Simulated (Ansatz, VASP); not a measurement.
**One calculation of Ir, two programs**

```
Ir
1.0
     0.00000    1.91970    1.91970
     1.91970    0.00000    1.91970
     1.91970    1.91970    0.00000
Ir
1
Direct
  0.00000 0.00000 0.00000
```

Alike in both runs: task single point; functional LDA; k mesh 8 × 8 × 8; occupations gaussian, width 0.1 eV; no spin polarisation.

|  | VASP | Ansatz |
| --- | --- | --- |
| version | VASP 6.6.1 | Ansatz 0.2.0 |
| potentials or method | VASP PAW LDA potentials, release 64 (Ir), cutoff 500 eV | scalar-relativistic, plane waves, PAW |
| valence electrons in the cell | 9 | 17 |

```tsv
	VASP	Ansatz	Ansatz less VASP
gap on the k mesh at the Fermi level (eV)	none	none	-
pressure (GPa)	-4.8	-7.1	-2.32
```

Ansatz warns that its potentials were made for another functional, while VASP's fit it. LDA's correlation is that of Perdew and Zunger in VASP and of Perdew and Wang (1992) in Ansatz. A gap of «none» marks a metal or a gap that the smearing closes. VASP's potentials hold 9 valence electrons a cell and Ansatz's 17, so a difference there can come from the potentials and not from the codes.

Neither program's run includes spin-orbit coupling.
